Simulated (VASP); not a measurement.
A run of VASP 6.6.1 is set up as follows.

Contents of INCAR:

```
SYSTEM = C
PREC     = Accurate       ! precision mode
ENCUT    = 520            ! plane-wave cutoff, eV
EDIFF    = 1E-6           ! SCF threshold, eV
ISMEAR   = 0              ! smearing method
SIGMA    = 0.1            ! smearing width, eV
LREAL    = .FALSE.        ! projectors in reciprocal space
LASPH    = .TRUE.         ! aspherical terms in the spheres
NELM     = 100            ! most SCF steps
ALGO     = Normal         ! electronic algorithm
ISIF     = 2              ! what is computed and relaxed
LWAVE    = .FALSE.        ! write WAVECAR
LCHARG   = .TRUE.         ! write CHGCAR
GGA      = PE             ! functional
LELF     = .TRUE.         ! ELF
LVHAR    = .TRUE.       
NBANDS   = 36             ! bands
```

File KPOINTS:

```
regular mesh
0
G
  4 4 4
  0 0 0
```

Contents of POSCAR:

```
C
1.0
   -0.0004488182      3.9454082896      0.0004272106
    0.0017647397      0.0005257133      4.7358396447
    5.0295566614     -0.0005556848      0.0018002951
C
12
Direct
    0.9999100889     -0.0000776616      0.3691345897
    1.0000178638      0.4999938412      0.1308802510
    1.0001084278      0.0001051867      0.6308955727
   -0.0000318670      0.5000067541      0.8691077034
    0.6400469045      0.1170360984      0.6667644994
    0.3600021067      0.6170114910      0.8332317627
    0.6399569664      0.3829884008      0.8332054015
    0.3601246451      0.8830285273      0.6668082949
    0.3599523172      0.8829622484      0.3332358268
    0.6400031799      0.3829820633      0.1667589419
    0.3600165519      0.6170006604      0.1667826477
    0.6398928149      0.1169623901      0.3331945083
```

Potentials or basis: VASP PAW PBE potentials, release 64 (C).

The run is started by

```bash
$ cat potpaw_PBE.64/C/POTCAR > POTCAR
$ mpirun -np 1 vasp_std > vasp.out
```

(1) Estimate the largest force.

(2) Estimate the pressure.

Answers

(1) 0.089 eV/Å.

(2) 0.5 GPa.

Caveat: this functional lacks dispersion, which binds layers or chains, so the pressure and a relaxed spacing across them are unreliable.
